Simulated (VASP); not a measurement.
# KTaO3 (P1) in VASP: relaxation of cell and atoms with PBEsol

Aim: the relaxation of cell and atoms of KTaO3 with PBEsol.

Everything below comes from runs of VASP 6.6.1. Logs are shortened: lines on timing, memory, paths and dates and some standing lists are left out, and cuts for length are marked.

**1. The cell of the first run**

The typed cell holds 10 atoms: a = 7.907 Å, b = 3.990 Å, c = 3.947 Å, α = 91.12°, β = 89.86°, γ = 90.23°.

**2. Relaxation of cell and atoms, PBEsol**

The input, INCAR:

```
  PREC = Accurate
  ENCUT = 600
  EDIFF = 1E-7
  ISMEAR = -1
  SIGMA = 0.05
  LREAL = False
  LASPH = True
  NELM = 60
  ALGO = Normal
  ISIF = 3
  LWAVE = False
  LCHARG = False
  GGA = PS
  IBRION = 2
  NSW = 100
  EDIFFG = -0.01
```

The input, KPOINTS:

```
Automatic mesh
0
Gamma
  2 4 4
```

The input, POSCAR:

```
KTaO3
1.0
    7.9067376153     -0.0161175244      0.0097658711
   -0.0080587622      3.9893849930     -0.0387466232
    0.0048829356     -0.0387466232      3.9471290020
K Ta O
2 2 6
Direct
    0.2529105177      0.5068200140      0.4921212006
    0.7519246176      0.4872425991      0.5117144025
    0.0028492396      0.0040538345      0.0124933949
    0.4932626216     -0.0095044381      0.0292957957
    0.0018675911      0.4808381489     -0.0093894259
    0.0080985616      0.0199928858      0.4788159214
    0.2495885353      0.0066817956      0.0031907780
    0.5082220049      0.4967075977     -0.0067198259
    0.4928183916     -0.0041133133      0.4919048524
    0.7570972871     -0.0067372472      0.0122147072
```

Potentials or basis: VASP PAW PBE potentials, release 64 (K_sv, Ta_pv, O).

On the command line:

```bash
cat potpaw_PBE.64/K_sv/POTCAR potpaw_PBE.64/Ta_pv/POTCAR potpaw_PBE.64/O/POTCAR > POTCAR
mpirun -np 1 vasp_std > vasp.out
```

OUTCAR:

```text
PREC = Accurate
   ENCUT = 600
   EDIFF = 1E-7
   ISMEAR = -1
   LREAL = False
   LASPH = True
   NELM = 60
   ISIF = 3
   GGA = PS
   IBRION = 2
   NSW = 100
   EDIFFG = -0.01

 ion  position               nearest neighbor table
   1  0.253  0.507  0.492-   9 2.72   6 2.74   7 2.75   9 2.79   5 2.79   7 2.80   5 2.81   7 2.81
                             8 2.82   6 2.82   8 2.83   7 2.87   4 3.28   4 3.33   3 3.37   3 3.41
   2  0.752  0.487  0.512-   8 2.70   5 2.74   6 2.76  10 2.76  10 2.80   8 2.82  10 2.82   9 2.83
                             5 2.85  10 2.85   3 3.38   4 3.40   3 3.43   3 3.45   4 3.47   3 3.49
   3  0.003  0.004  0.012-   6 1.84   5 1.91  10 1.94   7 1.95   5 2.09   6 2.11   1 3.37   2 3.38
                             1 3.41   2 3.43   1 3.45   2 3.45   2 3.49   1 3.50
   4  0.493  0.990  0.029-   9 1.83   7 1.93   8 1.98   8 2.03  10 2.09   9 2.12   1 3.28   1 3.33
                             2 3.40   1 3.41   2 3.47   2 3.50   2 3.52   1 3.55
   5  0.002  0.481  0.991-   3 1.91   3 2.09   2 2.74   1 2.79   1 2.81   2 2.85
   6  0.008  0.020  0.479-   3 1.84   3 2.11   1 2.74   2 2.76   1 2.82
   7  0.250  0.007  0.003-   4 1.93   3 1.95   1 2.75   1 2.80   1 2.81   1 2.87
   8  0.508  0.497  0.993-   4 1.98   4 2.03   2 2.70   2 2.82   1 2.82   1 2.83
   9  0.493  0.996  0.492-   4 1.83   4 2.12   1 2.72   1 2.79   2 2.83
  10  0.757  0.993  0.012-   3 1.94   4 2.09   2 2.76   2 2.80   2 2.82   2 2.85

  LATTYP: Found a triclinic cell.
 ALAT       =     3.9895812897
 B/A-ratio  =     1.3929401848
 C/A-ratio  =     1.9818521042
 COS(alpha) =     0.0011519431
 COS(beta)  =     0.0040702900
 COS(gamma) =     0.7040341391

  Lattice vectors:

 A1 = (   0.0080587622,  -3.9893849930,   0.0387466232)
 A2 = (   0.0031758266,  -3.9506383698,  -3.9083823788)
 A3 = (   7.9067376153,  -0.0161175244,   0.0097658711)

Analysis of symmetry for initial positions (statically):
=====================================================================
 Subroutine PRICEL returns:
 Original cell was already a primitive cell.

 Routine SETGRP: Setting up the symmetry group for a
 triclinic supercell.

 Subroutine GETGRP returns: Found  1 space group operations
 (whereof  1 operations were pure point group operations)
 out of a pool of  2 trial point group operations.

The static configuration has the point symmetry C_1 .

Analysis of symmetry for dynamics (positions and initial velocities):
=====================================================================
 Subroutine PRICEL returns:
 Original cell was already a primitive cell.

 Routine SETGRP: Setting up the symmetry group for a
 triclinic supercell.

 Subroutine GETGRP returns: Found  1 space group operations
 (whereof  1 operations were pure point group operations)
 out of a pool of  2 trial point group operations.

The dynamic configuration has the point symmetry C_1 .

 Subroutine INISYM returns: Found  1 space group operations
 (whereof  1 operations are pure point group operations),
 and found     1 'primitive' translations

----------------------------------------------------------------------------------------

                                     Primitive cell

  volume of cell :     124.4918

  direct lattice vectors                    reciprocal lattice vectors
     7.906737615 -0.016117524  0.009765871     0.126475121  0.000253991 -0.000153967
    -0.008058762  3.989384993 -0.038746623     0.000507982  0.250690124  0.002460248
     0.004882936 -0.038746623  3.947129002    -0.000307934  0.002460248  0.253373231

  length of vectors
     7.906760074  3.989581290  3.947322194     0.126475470  0.250702711  0.253385363

  position of ions in fractional coordinates (direct lattice)
     0.252910518  0.506820014  0.492121201
     0.751924618  0.487242599  0.511714402
     0.002849240  0.004053834  0.012493395
     0.493262622  0.990495562  0.029295796
     0.001867591  0.480838149  0.990610574
     0.008098562  0.019992886  0.478815921
     0.249588535  0.006681796  0.003190778
     0.508222005  0.496707598  0.993280174
     0.492818392  0.995886687  0.491904852
     0.757097287  0.993262753  0.012214707

  ion indices of the primitive-cell ions
   primitive index   ion index
                 1           1
                 2           2
                 3           3
                 4           4
                 5           5
                 6           6
                 7           7
                 8           8
                 9           9
                10          10

----------------------------------------------------------------------------------------

 KPOINTS: Automatic mesh

Automatic generation of k-mesh.
 Grid dimensions read from file:
 generate k-points for:    2    4    4

 Generating k-lattice:

  Cartesian coordinates                     Fractional coordinates (reciprocal lattice)
     0.063237561  0.000126995 -0.000076984     0.500000000  0.000000000 -0.000000000
     0.000126995  0.062672531  0.000615062    -0.000000000  0.250000000  0.000000000
    -0.000076984  0.000615062  0.063343308    -0.000000000  0.000000000  0.250000000

  Length of vectors
     0.063237735  0.062675678  0.063346341

  Shift w.r.t. Gamma in fractional coordinates (k-lattice)
     0.000000000  0.000000000  0.000000000

 Subroutine IBZKPT returns following result:
 ===========================================

 Found     20 irreducible k-points:

 Following reciprocal coordinates:
            Coordinates               Weight
  0.000000  0.000000  0.000000      1.000000
  0.500000 -0.000000 -0.000000      1.000000
  0.000000  0.250000 -0.000000      2.000000
  0.500000  0.250000  0.000000      2.000000
  0.000000  0.500000 -0.000000      1.000000
  0.500000  0.500000 -0.000000      1.000000
[... 12 lines left out ...]
 -0.000000  0.500000  0.500000      1.000000
  0.500000  0.500000  0.500000      1.000000
   k-points           NKPTS =     20   k-points in BZ     NKDIM =     20   number of bands    NBANDS=     45
   number of dos      NEDOS =    301   number of ions     NIONS =     10
   total plane-waves  NPLWV =  65536
   dimension x,y,z NGX =    64 NGY =   32 NGZ =   32
   dimension x,y,z NGXF=   128 NGYF=   64 NGZF=   64
   ions per type =               2   2   6
   NGX,Y,Z   is equivalent  to a cutoff of  13.46, 13.33, 13.48 a.u.
   NGXF,Y,Z  is equivalent  to a cutoff of  26.91, 26.67, 26.95 a.u.
 SYSTEM =  unknown system
   PREC   = accura    normal or accurate (medium, high low for compatibility)
   ISTART =      0    job   : 0-new  1-cont  2-samecut
   ICHARG =      2    charge: 1-file 2-atom 10-const
   ISPIN  =      1    spin polarized calculation?
   LNONCOLLINEAR =      F non collinear calculations
   LSORBIT =      F    spin-orbit coupling
   LASPH  =      T    aspherical Exc in radial PAW
   ENCUT  =  600.0 eV  44.10 Ry    6.64 a.u.  15.79  7.97  7.88*2*pi/ulx,y,z
   NELM   =     60;   NELMIN=  2; NELMDL= -5     # of ELM steps
   EDIFF  = 0.1E-06   stopping-criterion for ELM
   LREAL  =      F    real-space projection
   EDIFFG = -.1E-01   stopping-criterion for IOM
   NSW    =    100    number of steps for IOM
   IBRION =      2    ionic relax: 0-MD 1-quasi-New 2-CG
   NFREE  =      1    steps in history (QN), initial steepest desc. (CG)
   ISIF   =      3    stress and relaxation
   ISYM   =      2    0-nonsym 1-usesym 2-fastsym
   POTIM  = 0.5000    time-step for ionic-motion
   TEBEG  =    0.0;   TEEND  =   0.0 temperature during run
   PSTRESS=    0.0 pullay stress
   NELECT =      76.0000    total number of electrons
   NUPDOWN=      -1.0000    fix difference up-down
   EMIN   =  10.00;   EMAX   =-10.00  energy-range for DOS
   EFERMI =   0.00;   METHOD = LEGACY
   ISMEAR =    -1;   SIGMA  =   0.05  broadening in eV -4-tet -1-fermi 0-gaus
   EFERMI_NEDOS =   21; number of points for ismear=-14 and -15
   IALGO  =     38    algorithm
   IMIX   =      4    mixing-type and parameters
     AMIX     =   0.40;   BMIX     =  1.00
     AMIX_MAG =   1.60;   BMIX_MAG =  1.00
  volume/ion in A,a.u.               =      12.45        84.01
  Fermi-wavevector in a.u.,A,eV,Ry     =   1.388777  2.624408 26.241569  1.928701
  Thomas-Fermi vector in A             =   2.512871
   LORBIT       =      0    0 simple, 1 ext, 2 COOP (PROOUT), +10 PAW based schemes
   GGA     = PS    functional components
   LHFCALC =     F    Hartree Fock is set to
   AEXX    =    0.0000 exact exchange contribution
   IVDW    =     0    specifies the selected vdW correction
   LEPSILON=     F    determine dielectric tensor
   LRPA    =     F    only Hartree local field effects (RPA)
 conjugate gradient relaxation of ions
 non-spin polarized calculation
  energy-cutoff  :      600.00
  volume of cell :      124.49
 maximum number of plane-waves:      4172
 NGX is ok and might be reduce to    64
   NGX = 31   NGY = 15   NGZ = 15

--------------------------------------- Ionic step        1  -------------------------------------------

 number of electron      76.0000001 magnetization

 Free energy of the ion-electron system (eV)
  ---------------------------------------------------
  ext. energy  EPLUGINS =         0.00000000
  ---------------------------------------------------
  free energy    TOTEN  =       -85.34827069 eV

  energy without entropy =      -85.34827069  energy(sigma->0) =      -85.34827069

------------------------ aborting loop because EDIFF is reached ----------------------------------------

  FORCE on cell =-STRESS in cart. coord.  units (eV):
  Direction    XX          YY          ZZ          XY          YZ          ZX
  --------------------------------------------------------------------------------------
  -------------------------------------------------------------------------------------
  Total        5.7357970      1.9387008     10.3493179      0.3912082      1.2602422     -0.0641551
  in kB       73.8182251     24.9505778    133.1930457      5.0347478     16.2189919     -0.8256592
  external PRESSURE =      77.3206162 kB  Pullay stress =       0.0000000 kB
[... 113 lines left out ...]
  FREE ENERGIE OF THE ION-ELECTRON SYSTEM (eV)
  ---------------------------------------------------
  free  energy   TOTEN  =       -85.6920840324 eV

  energy  without entropy=      -85.6920840321  energy(sigma->0) =      -85.69208403

[... ionic steps 4 to 22 ...]

--------------------------------------- Ionic step       23  -------------------------------------------

 number of electron      75.9999995 magnetization

------------------------ aborting loop because EDIFF is reached ----------------------------------------
[... 83 lines left out ...]
--------------------------------------- Ionic step       25  -------------------------------------------

 number of electron      75.9999996 magnetization

 Free energy of the ion-electron system (eV)
  ---------------------------------------------------
  ext. energy  EPLUGINS =         0.00000000
  ---------------------------------------------------
  free energy    TOTEN  =       -85.80339073 eV

  energy without entropy =      -85.80339073  energy(sigma->0) =      -85.80339073

 E-fermi :   2.7696     XC(G=0): -11.1228

 val. band max:        1.6447755241   @ k =  -0.0000   0.5000   0.5000
 cond. band min:       3.7911033792   @ k =   0.0000   0.0000   0.0000
 fundamental gap:      2.1463278551
 Fermi energy:         2.7696125811

 k-point     1 :       0.0000    0.0000    0.0000
  band No.  band energies     occupation
      1     -32.5104      2.00000
      2     -32.4258      2.00000
      3     -32.4217      2.00000
      4     -32.4202      2.00000
      5     -32.4166      2.00000
      6     -32.4132      2.00000
[... 986 lines left out ...]
  FREE ENERGIE OF THE ION-ELECTRON SYSTEM (eV)
  ---------------------------------------------------
  free  energy   TOTEN  =       -85.8033907277 eV

  energy  without entropy=      -85.8033907275  energy(sigma->0) =      -85.80339073

 reached required accuracy - stopping structural energy minimisation
```

It took 53 min on 1 thread of Intel Xeon 8259CL, shared host; peak memory 0.33 GiB.

What came out:

| Property | Result |
| --- | --- |
| Free energy | -85.8034 eV |
| Relaxed volume | 12.72 Å³/atom |
| Relaxed cell | a = 7.983 Å, b = 3.986 Å, c = 3.999 Å, α = 90.02°, β = 90.03°, γ = 89.99° |
| Space group after relaxing (to 0.1 Å) | Cm (No. 8) |
| Energy gained by relaxing | 45.5 meV/atom |
| Ionic steps | 25 |
| Pressure after relaxing | 0.0 GPa |
| Largest force after relaxing | 0.008 eV/Å |
| Band gap on the k mesh | 2.15 eV |

Forces on the atoms (eV/Å):
```
K   -0.002  0.000 -0.002
K   -0.001 -0.002  0.000
Ta  -0.008 -0.001 -0.002
Ta   0.005 -0.003 -0.006
O    0.003  0.002 -0.003
O    0.000  0.000  0.007
O    0.002  0.001  0.001
O    0.002 -0.002  0.000
O    0.002  0.005  0.003
O   -0.001  0.000  0.001
```

Step by step:
| step | energy change (eV) | largest force (eV/Å) | pressure (GPa) | volume (Å³) |
| --- | --- | --- | --- | --- |
| 1 | 0.0000 | 2.2594 | 7.73 | 124.49 |
| 2 | 0.1142 | 2.2018 | -10.97 | 135.58 |
| 3 | -0.3438 | 0.7791 | -2.45 | 129.08 |
| 4 | -0.3442 | 0.7970 | -2.21 | 128.95 |
| 5 | -0.4136 | 0.3930 | 0.62 | 126.86 |
| 6 | -0.4149 | 0.4678 | 1.10 | 126.54 |
| 7 | -0.4354 | 0.2528 | -0.05 | 127.20 |
| 8 | -0.4355 | 0.2389 | -0.01 | 127.17 |
| 9 | -0.4440 | 0.1722 | -0.22 | 127.31 |
| 10 | -0.4484 | 0.1252 | -0.49 | 127.50 |
| 11 | -0.4530 | 0.0727 | 0.15 | 127.10 |
| 12 | -0.4531 | 0.1047 | 0.27 | 127.03 |
| 13 | -0.4539 | 0.0556 | -0.02 | 127.21 |
| 14 | -0.4540 | 0.0462 | 0.00 | 127.19 |
| 15 | -0.4543 | 0.0334 | -0.05 | 127.23 |
| 16 | -0.4546 | 0.0350 | -0.17 | 127.31 |
| 17 | -0.4548 | 0.0297 | 0.02 | 127.20 |
| 18 | -0.4548 | 0.0276 | 0.11 | 127.15 |
| 19 | -0.4549 | 0.0203 | 0.06 | 127.19 |
| 20 | -0.4550 | 0.0177 | 0.00 | 127.23 |
| 21 | -0.4550 | 0.0182 | -0.01 | 127.24 |
| 22 | -0.4550 | 0.0190 | -0.02 | 127.25 |
| 23 | -0.4551 | 0.0125 | 0.01 | 127.23 |
| 24 | -0.4551 | 0.0179 | 0.05 | 127.21 |
| 25 | -0.4551 | 0.0081 | 0.01 | 127.24 |

Final structure:
```yaml
crystal:
  lattice:
    - [7.98309, 0.00074, -0.00216]
    - [0.00028, 3.98574, -0.00097]
    - [-0.00116, -0.00017, 3.99885]
  atoms:
    - { symbol: K, position: [0.25036, 0.49697, 0.50619] }
    - { symbol: K, position: [0.75034, 0.49712, 0.50606] }
    - { symbol: Ta, position: [0.99807, 0.99511, 0.01229] }
    - { symbol: Ta, position: [0.49801, 0.99535, 0.01257] }
    - { symbol: O, position: [0.00397, 0.49933, 0.99586] }
    - { symbol: O, position: [0.00373, 0.99973, 0.49731] }
    - { symbol: O, position: [0.25329, 0.99983, 0.99603] }
    - { symbol: O, position: [0.50396, 0.49929, 0.99582] }
    - { symbol: O, position: [0.50362, 0.99936, 0.49744] }
    - { symbol: O, position: [0.75330, 0.99988, 0.99607] }
```

Caveat: the PAW data sets were made with another functional, which shifts forces and pressure a little; spin-orbit coupling is left out, which moves the levels of the heavy elements. A k mesh can miss the band edges.
